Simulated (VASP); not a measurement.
Here is a VASP 6.6.1 calculation.

The input INCAR:

```
ALGO = Normal ; EDIFF = 1E-7
ENCUT = 520 ; GGA = PE
ISIF = 2 ; ISMEAR = 0
ISPIN = 2 ; LASPH = T
LCHARG = F ; LMAXMIX = 4
LORBIT = 11 ; LREAL = F
LWAVE = F ; MAGMOM = 3 0 0 0 0
NBANDS = 18 ; NELM = 150
PREC = Accurate ; SIGMA = 0.1
```

The input KPOINTS:

```
k-points
0
Gamma
  6 6 4
```

File POSCAR:

```
CoH4
1.0
    3.0765869200      0.0000000000      0.0000000000
   -1.5382934600      2.6644024300      0.0000000000
    0.0000000000      0.0000000000      5.5066893300
Co H
1 4
Direct
    0.0000000000      0.0000000000      0.0000000000
    0.3333333300      0.6666666700      0.0974981300
    0.3333333300      0.6666666700      0.9025018700
    0.6666666700      0.3333333300      0.9025018700
    0.6666666700      0.3333333300      0.0974981300
```

Potentials or basis: VASP PAW PBE potentials, release 64 (Co, H).

Run with:

```console
$ cat potpaw_PBE.64/Co/POTCAR potpaw_PBE.64/H/POTCAR > POTCAR
$ mpirun -np 1 vasp_std > vasp.out
```

Problem. Predict the pressure.

Solution. -2.0 GPa.

Problem. Estimate the site moments.

Solution. Co +0.37; H +0.01 μB.

Forces in eV/Å, atoms in the order of the input:
```
Co   0.000  0.000  0.000
H    0.000  0.000  0.630
H    0.000  0.000 -0.630
H    0.000  0.000 -0.630
H    0.000  0.000  0.630
```

Caveat: the k points lie up to 0.39 Å⁻¹ apart.
